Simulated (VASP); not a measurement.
Crystal: Nb.

```
Nb
1.0
    -1.66395    1.66395    1.66395
     1.66395   -1.66395    1.66395
     1.66395    1.66395   -1.66395
Nb
1
Direct
  0.00000 0.00000 0.00000
```

- Program: VASP 6.6.1
- Task: relaxation of cell and atoms
- Functional: PBE
- Dispersion: D4
- Potentials or basis: VASP PAW PBE potentials, release 64 (Nb_sv)
- Cutoff: 500 eV
- k mesh: 11 × 11 × 11
- Occupations: fermi-dirac, width 0.05 eV
- Spin: no spin polarisation

At the start: pressure -5.1 GPa; volume 18.43 Å³/atom.

Problem. Where does the relaxation end?

Solution. Over 4 steps the energy falls by 9.1 meV/atom and the volume is 17.87 Å³/atom (-3.0 %); space group Im-3m (No. 229, to 0.05 Å).

Step by step:
```tsv
step	energy change (eV)	largest force (eV/Å)	pressure (GPa)	volume (Å³)
1	0.0000	0.0000	-5.14	18.43
2	0.0227	0.0000	10.81	16.89
3	-0.0091	0.0000	-0.09	17.88
4	-0.0091	0.0000	0.01	17.87
```

Final structure:
```
CELL_PARAMETERS angstrom
-1.64704 1.64704 1.64704
1.64704 -1.64704 1.64704
1.64704 1.64704 -1.64704
ATOMIC_POSITIONS crystal
Nb 0.00000 0.00000 0.00000
```

Caveat: pairwise dispersion overbinds metals, which lowers pressure and volume.
